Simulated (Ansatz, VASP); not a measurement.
**MgH2: VASP beside Ansatz**

```
CELL_PARAMETERS angstrom
0.00000 2.38107 2.38107
2.38107 0.00000 2.38107
2.38107 2.38107 0.00000
ATOMIC_POSITIONS crystal
Mg 0.00000 0.00000 0.00000
H 0.75000 0.75000 0.75000
H 0.25000 0.25000 0.25000
```

Alike in both runs: task single point; functional PBE; k mesh 2 × 2 × 2; occupations gaussian, width 0.1 eV; no spin polarisation.

|  | VASP | Ansatz |
| --- | --- | --- |
| version | VASP 6.6.1 | Ansatz 0.2.0 |
| potentials or method | VASP PAW PBE potentials, release 64 (Mg, H), cutoff 600 eV | scalar-relativistic, plane waves, PAW |
| valence electrons in the cell | 4 | 12 |

Ansatz gave:

```
gap on the k mesh at the Fermi level (eV) : none
pressure (GPa)                            : -2.4
```

Question: Which values does VASP return?

Answer: gap on the k mesh at the Fermi level (eV): none; pressure (GPa): -2.7.

A gap of «none» marks a metal or a gap that the smearing closes. With one functional, cell and mesh, what is left measures potentials, basis and numerics. VASP's potentials hold 4 valence electrons a cell and Ansatz's 12, so a difference there can come from the potentials and not from the codes.

The k mesh is coarse, so the values compare programs but aren't converged.
